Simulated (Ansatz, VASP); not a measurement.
# MgO in VASP and in Ansatz

Contents of INCAR:

```
SYSTEM = MgO
PREC     = Accurate       ! precision mode
ENCUT    = 520            ! plane-wave cutoff, eV
EDIFF    = 1E-6           ! SCF threshold, eV
ISMEAR   = 0              ! smearing method
SIGMA    = 0.05           ! smearing width, eV
LREAL    = .FALSE.        ! projectors in reciprocal space
LASPH    = .TRUE.         ! aspherical terms in the spheres
NELM     = 80             ! most SCF steps
ALGO     = Normal         ! electronic algorithm
ISIF     = 2              ! what is computed and relaxed
LWAVE    = .FALSE.        ! write WAVECAR
LCHARG   = .FALSE.        ! write CHGCAR
GGA      = PS             ! functional
NBANDS   = 26             ! bands
```

KPOINTS

```
regular mesh
0
G
  6 6 6
  0 0 0
```

POSCAR

```
MgO
1.0
    4.2149416169      0.0000000000      0.0000000000
    0.0000000000     -4.2149416169      0.0000000000
    0.0000000000      0.0000000000     -4.2149416169
Mg O
4 4
Direct
   -0.0533482968      0.0533482968      0.0754458849
    0.5000000000      0.5000000000      0.0000000000
    0.5000000000      0.0000000000      0.5000000000
    0.0000000000      0.5000000000      0.5000000000
    0.5000000000      0.0000000000      0.0000000000
    0.0000000000      0.5000000000      0.0000000000
    0.0000000000      0.0000000000      0.5000000000
    0.5000000000      0.5000000000      0.5000000000
```

Input for Ansatz:

```yaml
crystal:
  lattice:
    - [4.2149416169, 0.0, 0.0]
    - [0.0, -4.2149416169, 0.0]
    - [0.0, 0.0, -4.2149416169]
  atoms:
    - { symbol: Mg, position: [-0.0533482968, 0.0533482968, 0.0754458849] }
    - { symbol: Mg, position: [0.5, 0.5, 0.0] }
    - { symbol: Mg, position: [0.5, 0.0, 0.5] }
    - { symbol: Mg, position: [0.0, 0.5, 0.5] }
    - { symbol: O, position: [0.5, 0.0, 0.0] }
    - { symbol: O, position: [0.0, 0.5, 0.0] }
    - { symbol: O, position: [0.0, 0.0, 0.5] }
    - { symbol: O, position: [0.5, 0.5, 0.5] }
basis:
  ecutwfc: 420
kpoints:
  mp_grid: { grid: [6, 6, 6] }
hamiltonian:
  xc: pbesol
  pseudopotentials: { kind: paw, azcp: { folder: soft_1 } }
scf:
  occupations: { method: gaussian, width: 0.05 }
output:
  forces: true
  stress: true
  eigenvalues: true
```

Alike in both runs: task single point; functional PBEsol; k mesh 6 × 6 × 6; occupations gaussian, width 0.05 eV; no spin polarisation.

|  | VASP | Ansatz |
| --- | --- | --- |
| version | VASP 6.6.1 | Ansatz 0.2.0 |
| potentials or method | VASP PAW PBE potentials, release 64 (Mg, O), cutoff 520 eV | scalar-relativistic, plane waves, PAW |
| valence electrons in the cell | 32 | 64 |

|  | VASP | Ansatz | Ansatz less VASP |
| --- | --- | --- | --- |
| gap on the k mesh at the Fermi level (eV) | 4.56 | 4.56 | +0.003 |
| least direct gap on the mesh (eV) | 4.56 | 4.56 | +0.003 |
| pressure (GPa) | 5.3 | 5.6 | +0.37 |
| traceless stress, the component that is largest in VASP (GPa) | 3.05 | 2.95 | -0.093 |
| rms of the force components (eV/Å) | 1.137 | 1.116 | -0.0215 |

VASP's potentials were made for PBE, not for PBEsol, and Ansatz warns of the same on its side. Atom by atom the forces differ by 0.022 eV/Å (rms over components). VASP's potentials hold 32 valence electrons a cell and Ansatz's 64, so a difference there can come from the potentials and not from the codes.
